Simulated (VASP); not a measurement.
## ZnF2: single point with PBE

The system is ZnF2.

```
Zn F
1.0
     4.67923    0.00000    0.00000
     0.00000    4.67923    0.00000
     0.00000    0.00000    3.14108
Zn F
2 4
Direct
  0.00000 0.00000 0.00000
  0.50000 0.50000 0.50000
  0.30252 0.30252 0.00000
  0.19748 0.80252 0.50000
  0.69748 0.69748 0.00000
  0.80252 0.19748 0.50000
```

- Program: VASP 6.6.1
- Task: single point
- Functional: PBE
- Potentials or basis: VASP PAW PBE potentials, release 64 (Zn, F)
- Cutoff: 600 eV
- k mesh: 6 × 6 × 8
- Occupations: gaussian, width 0.02 eV
- Spin: no spin polarisation

```yaml
Pressure: 7.6 GPa
Largest_force: 0.009 eV/Å
Band_gap_on_the_k_mesh: 3.48 eV
```

Forces in eV/Å, atoms in the order of the input:
```
Zn   0.000  0.000  0.000
Zn   0.000  0.000  0.000
F    0.007  0.007  0.000
F   -0.007  0.007  0.000
F   -0.007 -0.007  0.000
F    0.007 -0.007  0.000
```

Stress tensor (GPa, compression positive):
```
7.49 0.00 0.00
0.00 7.49 0.00
0.00 0.00 7.80
```

Levels at points of the mesh, in eV from the valence-band top:
```
           k point  band 24  band 25  band 26  band 27  band 28  band 29
(0.00, 0.00, 0.00)    -0.41    -0.41     0.00     3.48     9.38     9.62
(0.50, 0.00, 0.00)    -0.66    -0.50    -0.50     6.12     6.12    10.54
(0.50, 0.50, 0.00)    -1.32    -0.43    -0.43     7.06     7.06     9.18
(0.00, 0.00, 0.50)    -1.32    -1.30    -1.30     8.25     8.25    11.95
(0.50, 0.00, 0.50)    -1.39    -0.08    -0.08     8.78     8.78    10.35
(0.50, 0.50, 0.50)    -1.32    -0.80    -0.80     8.09     8.09    11.51
```

It took 110 s on 1 thread of Intel(R) Xeon(R) Platinum 8124M CPU @ 3.00GHz (Skylake/Cascade Lake), with other jobs on the host, peak memory 0.26 GiB.

Caveat: the cell stands under pressure. A k mesh can miss the band edges.
